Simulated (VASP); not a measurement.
A run of VASP 6.6.1 is set up as follows.

File INCAR:

```
PREC = Accurate
ENCUT = 520
EDIFF = 1E-6
ISMEAR = -1
SIGMA = 0.15
LREAL = False
LASPH = True
NELM = 80
ALGO = Normal
ISIF = 2
LWAVE = False
LCHARG = False
GGA = PS
NBANDS = 16
```

Contents of KPOINTS:

```
regular mesh
0
Gamma
  12 12 12
```

The input POSCAR:

```
HgTe
1.0
    0.0000000000      3.2554795108      3.2554795108
    3.2554795108      0.0000000000      3.2554795108
    3.2554795108      3.2554795108      0.0000000000
Hg Te
1 1
Direct
    0.0000000000      0.0000000000      0.0000000000
    0.2500000000      0.2500000000      0.2500000000
```

Potentials or basis: VASP PAW PBE potentials, release 64 (Hg, Te).

Run with:

```console
$ cat potpaw_PBE.64/Hg/POTCAR potpaw_PBE.64/Te/POTCAR > POTCAR
$ mpirun -np 1 vasp_std > vasp.out
```

Q: Predict the band gap on the k mesh.

A: Zero (filled and empty bands touch).

Q: What does it give for the pressure?

A: 0.1 GPa.

Caveat: the PAW data sets were made with another functional, which shifts forces and pressure a little; spin-orbit coupling is left out, which moves the levels of the heavy elements.
